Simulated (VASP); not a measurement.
# SbAsAu: single point with PBE

System: SbAsAu, a sheet with vacuum.

```
CELL_PARAMETERS angstrom
4.94828 0.00000 0.00000
-2.47414 4.28533 0.00000
0.00000 0.00000 23.80000
ATOMIC_POSITIONS crystal
Sb 0.00000 0.00000 0.29412
As 0.33333 0.66667 0.29412
Au 0.66667 0.33333 0.29412
```

The cell was generated, and may not be a known phase.

```json
{
 "Program": "VASP 6.6.1",
 "Task": "single point",
 "Functional": "PBE",
 "Potentials or basis": "VASP PAW PBE potentials, release 64 (Sb, As, Au)",
 "Cutoff": "520 eV",
 "k mesh": "12 × 12 × 1",
 "Occupations": "gaussian, width 0.1 eV",
 "Spin": "no spin polarisation"
}
```

- Band gap on the k mesh: zero (an odd number of electrons rules out a gap without spin polarisation)

Levels at points of the mesh, in eV from the Fermi level:
```
           k point  band 9  band 10  band 11  band 12  band 13  band 14
(0.00, 0.00, 0.00)   -0.79    -0.79    -0.20    -0.20     0.39     1.75
(0.50, 0.00, 0.00)   -2.70    -0.69    -0.32     2.23     3.82     3.88
```

Wall time 10 min on 1 thread of Intel Xeon 8259CL, with other jobs on the host, peak memory 0.77 GiB.

Caveat: spin-orbit coupling is left out, which moves the levels of the heavy elements.
